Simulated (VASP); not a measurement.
Write the native input for VASP 6.6.1 that does the following.

```
Task                   : single point
Functional             : PBE
Potentials or basis    : VASP PAW PBE potentials, release 64 (Zr_sv, Ta_pv, Zn)
Cutoff                 : 520 eV
k mesh                 : 4 × 4 × 4
Occupations            : gaussian, width 0.1 eV
Spin                   : no spin polarisation
Dipole correction      : no
Further INCAR settings : ALGO = Normal; EDIFF = 1e-07; NBANDS = 38
```

The structure of Zr3TaZn lies in POSCAR:

```
Zr3TaZn
1.0
    3.7859077200      0.0000000000      0.0000000000
    0.0000000000      3.7859077200      0.0000000000
    0.0000000000      0.0000000000      3.7859077200
Zr Ta Zn
3 1 1
Direct
    0.0000000000      0.5000000000      0.5000000000
    0.5000000000      0.0000000000      0.5000000000
    0.5000000000      0.5000000000      0.0000000000
    0.0000000000      0.0000000000      0.0000000000
    0.5000000000      0.5000000000      0.5000000000
```

The cell was built from a structure type or drawn by symmetry, and may not be a known phase.

One way to write it, as run:

INCAR

```
SYSTEM = Zr3TaZn
PREC = Accurate
ENCUT = 520
EDIFF = 1E-7
ISMEAR = 0
SIGMA = 0.1
LREAL = .False.
LASPH = .True.
NELM = 60
ALGO = Normal
ISIF = 2
LWAVE = .False.
LCHARG = .True.
GGA = PE
LELF = .True.
LVHAR = .True.
NBANDS = 38
```

KPOINTS

```
Automatic mesh
0
Gamma
  4 4 4
  0 0 0
```

Potentials or basis: VASP PAW PBE potentials, release 64 (Zr_sv, Ta_pv, Zn).

The run is started by

```console
$ cat potpaw_PBE.64/Zr_sv/POTCAR potpaw_PBE.64/Ta_pv/POTCAR potpaw_PBE.64/Zn/POTCAR > POTCAR
$ mpirun -np 1 vasp_std > vasp.out
```

Results of the run:

- Pressure: 328.4 GPa
- Band gap on the k mesh: zero (an odd number of electrons rules out a gap without spin polarisation)

Caveat: the k points lie up to 0.41 Å⁻¹ apart, too coarse for converged energies and pressures of a metal; atoms lie so close that the PAW spheres overlap strongly, which falsifies energies and pressures; spin-orbit coupling is left out, which moves the levels of the heavy elements.

Wall time 26 s on 1 thread of Intel(R) Xeon(R) Platinum 8259CL CPU @ 2.50GHz (Skylake/Cascade Lake), on a shared host, peak memory 0.16 GiB.
